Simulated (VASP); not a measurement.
Here is a VASP 6.6.1 calculation.

Contents of POSCAR:

```
V2I
1.0
    4.2161642383      0.0000000000      0.0000000000
   -2.1080821192      3.6513053369      0.0000000000
    0.0000000000      0.0000000000      3.4140655976
V I
2 1
Direct
    0.3333333333      0.6666666667      0.5000000000
    0.6666666667      0.3333333333      0.5000000000
    0.0000000000      0.0000000000      0.0000000000
```

The input INCAR.step1:

```
SYSTEM = V2I
PREC = Accurate
ENCUT = 520
ISMEAR = 0
SIGMA = 0.1
LREAL = .FALSE.
LASPH = .TRUE.
NELM = 60
NBANDS = 24
GGA = PE
ALGO = Normal
EDIFF = 1E-4
LWAVE = .TRUE.
LCHARG = .FALSE.
```

The input INCAR.step2:

```
SYSTEM = V2I
PREC = Accurate
ENCUT = 520
EDIFF = 1E-6
ISMEAR = 0
SIGMA = 0.1
LREAL = .FALSE.
LASPH = .TRUE.
NELM = 60
ALGO = Normal
ISIF = 2
LWAVE = .FALSE.
LCHARG = .FALSE.
METAGGA = R2SCAN
LMIXTAU = .TRUE.
NBANDS = 24
ISTART = 1
```

The input KPOINTS:

```
regular mesh
0
G
  6 6 4
  0 0 0
```

Potentials or basis: VASP PAW PBE potentials, release 64 (V_sv, I).

The run is started by

```sh
$ cat potpaw_PBE.64/V_sv/POTCAR potpaw_PBE.64/I/POTCAR > POTCAR
$ cp INCAR.step1 INCAR
$ mpirun -np 1 vasp_std > vasp.out
$ cp INCAR.step2 INCAR
$ mpirun -np 1 vasp_std > vasp.out
```

Estimate the pressure.

0.3 GPa.

Stress tensor (GPa, compression positive):
```
0.46 0.00 0.00
0.00 0.46 0.00
0.00 0.00 0.12
```

Caveat: the k points lie up to 0.46 Å⁻¹ apart; the PAW data sets were made with another functional, which shifts forces and pressure a little; an odd number of electrons without spin polarisation forces a metal; a magnetic or distorted state may lie lower; the run has no spin polarisation, though such a crystal can be magnetic.
